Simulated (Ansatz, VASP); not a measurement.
**Na2S in VASP and in Ansatz**

```
S Na
1.0
     0.00000    3.25543    3.25543
     3.25543    0.00000    3.25543
     3.25543    3.25543    0.00000
S Na
1 2
Cartesian
  0.0000 0.0000 0.0000
  1.6277 1.6277 1.6277
  4.8831 4.8831 4.8831
```

Alike in both runs: task single point; functional HSE06; k mesh 4 × 4 × 4; no spin polarisation.

```csv
,VASP,Ansatz
version,VASP 6.6.1,Ansatz 0.2.0
potentials or method,"VASP PAW PBE potentials, release 64 (S, Na_pv)","plane waves, PAW"
plane-wave cutoff (eV),400,420
occupations,"gaussian, width 0.01 eV",fixed
valence electrons in the cell,20,24
```

Ansatz gave:

| Property | Result |
| --- | --- |
| gap on the k mesh at the Fermi level (eV) | 3.53 |
| pressure (GPa) | 0.2 |

Task: What did VASP give for the same quantities?

Result: gap on the k mesh at the Fermi level (eV): 3.52; pressure (GPa): 0.0.

VASP's potentials hold 20 valence electrons a cell and Ansatz's 24, so a difference there can come from the potentials and not from the codes. Ansatz's warnings: stress exchange threshold loose, stress scf threshold loose.
